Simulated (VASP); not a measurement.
Wanted: the native input for a VASP 6.6.1 run.

* Task: single point
* Functional: HSE06
* Potentials or basis: VASP PAW PBE potentials, release 64 (Na_pv, H)
* Cutoff: 520 eV
* k mesh: 6 × 6 × 6
* Occupations: fermi-dirac, width 0.05 eV
* Spin: no spin polarisation
* Dipole correction: no
* Grid for exact exchange (PRECFOCK): Normal
* Further INCAR settings: ALGO = Normal; EDIFF = 1e-06; NBANDS = 11
* Share of exact exchange: 0.25
* Screening parameter: 0.2079 1/Å

The system is NaH.

```xyz
2
Lattice="0.0000 2.4236 2.4236 2.4236 0.0000 2.4236 2.4236 2.4236 0.0000" Properties=species:S:1:pos:R:3 pbc="T T T"
Na    0.0000    0.0000    0.0000
H     2.4236    2.4236    2.4236
```

The input as run:

POSCAR

```
NaH
1.0
    0.0000000000      2.4236236676      2.4236236676
    2.4236236676      0.0000000000      2.4236236676
    2.4236236676      2.4236236676      0.0000000000
Na H
1 1
Direct
    0.0000000000      0.0000000000      0.0000000000
    0.5000000000      0.5000000000      0.5000000000
```

INCAR.step1

```
  PREC = Accurate
  ENCUT = 520
  EDIFF = 1E-5
  ISMEAR = -1
  SIGMA = 0.05
  LREAL = F
  LASPH = T
  NELM = 60
  ALGO = Normal
  ISIF = 2
  LWAVE = T
  NBANDS = 11
  GGA = PE
```

INCAR.step2

```
  PREC = Accurate
  ENCUT = 520
  EDIFF = 1E-6
  ISMEAR = -1
  SIGMA = 0.05
  LREAL = F
  LASPH = T
  NELM = 60
  ALGO = Normal
  ISIF = 2
  LWAVE = F
  LCHARG = T
  GGA = PE
  LHFCALC = T
  HFSCREEN = 0.2079
  PRECFOCK = Normal
  LELF = T
  LVHAR = T
  NBANDS = 11
  ISTART = 1
```

KPOINTS

```
regular mesh
0
Gamma
  6 6 6
```

Potentials or basis: VASP PAW PBE potentials, release 64 (Na_pv, H).

Launch:

```sh
$ cat potpaw_PBE.64/Na_pv/POTCAR potpaw_PBE.64/H/POTCAR > POTCAR
$ cp INCAR.step1 INCAR
$ mpirun -np 1 vasp_std > vasp.out
$ cp INCAR.step2 INCAR
$ mpirun -np 1 vasp_std > vasp.out
```

It gave:

| Item | Value |
| --- | --- |
| Pressure | -0.6 GPa |
| Band gap on the k mesh | 4.83 eV (least direct gap 5.72 eV) |

Caveat: the PAW data sets were made with another functional, which shifts forces and pressure a little.

Run time: 7.2 min on 1 thread of Intel(R) Xeon(R) Platinum 8259CL CPU @ 2.50GHz (Skylake/Cascade Lake), on a shared host, peak memory 0.26 GiB.
